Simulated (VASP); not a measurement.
KF, 2 atoms in the cell. Symmetry: R-3m, No. 166, trigonal system. Conventional cell: a = 3.873 Å, b = 3.873 Å, c = 9.640 Å, α = 90.00°, β = 90.00°, γ = 120.00°. K (site symmetry -3m) has 6 F at 2.75 Å within 3.6 Å. F (site symmetry -3m) has 6 K at 2.75 Å within 3.6 Å. 

```yaml
Program: VASP 6.6.1
Task: single point
Functional: PBE
Potentials_or_basis: VASP PAW PBE potentials, release 64 (K_sv, F)
Cutoff: 520 eV
k_mesh: 8 × 8 × 8
Occupations: gaussian, width 0.05 eV
Spin: no spin polarisation
Dipole_correction: no
Further_INCAR_settings: ALGO = Normal; EDIFF = 1e-06; NBANDS = 15
```

Potentials or basis: VASP PAW PBE potentials, release 64 (K_sv, F).

Command:

```sh
$ cat potpaw_PBE.64/K_sv/POTCAR potpaw_PBE.64/F/POTCAR > POTCAR
$ mpirun -np 1 vasp_std > vasp.out
```

Hardware: 1 thread of Intel Xeon 8259CL (shared host).

Task: How long does it take, and how much memory?

Result: Wall time 69 s on 1 thread of Intel Xeon 8259CL, with other jobs on the host, peak memory 0.19 GiB. Counts: scf iterations 13, k points 65.
